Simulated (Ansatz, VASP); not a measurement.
## One calculation of TaN, two programs

```xyz
2
Lattice="2.9066 0.0000 0.0000 -1.4533 2.5172 0.0000 0.0000 0.0000 2.8516" Properties=species:S:1:pos:R:3 pbc="T T T"
Ta    0.0000    1.6781    1.4258
N     0.0000    0.0000    0.0000
```

Alike in both runs: functional LDA; k mesh 18 × 18 × 14; occupations gaussian, width 0.1 eV; no spin polarisation.

Ansatz relaxed the structure, and its values are those at the end. VASP's run is a single point on that final structure, the one shown.

|  | VASP | Ansatz |
| --- | --- | --- |
| version | VASP 6.6.1 | Ansatz 0.2.0 |
| potentials or method | VASP PAW LDA potentials, release 64 (Ta_sv_GW, N), cutoff 700 eV | scalar-relativistic, plane waves, PAW |
| valence electrons in the cell | 18 | 18 |

Ansatz gave:

```
gap on the k mesh at the Fermi level (eV) : none
pressure (GPa)                            : 0.0
```

Problem. Which values does VASP return?

Solution. gap on the k mesh at the Fermi level (eV): none; pressure (GPa): 1.2.

LDA's correlation is that of Perdew and Zunger in VASP and of Perdew and Wang (1992) in Ansatz. A gap of «none» marks a metal or a gap that the smearing closes.

Spin-orbit coupling is off throughout.
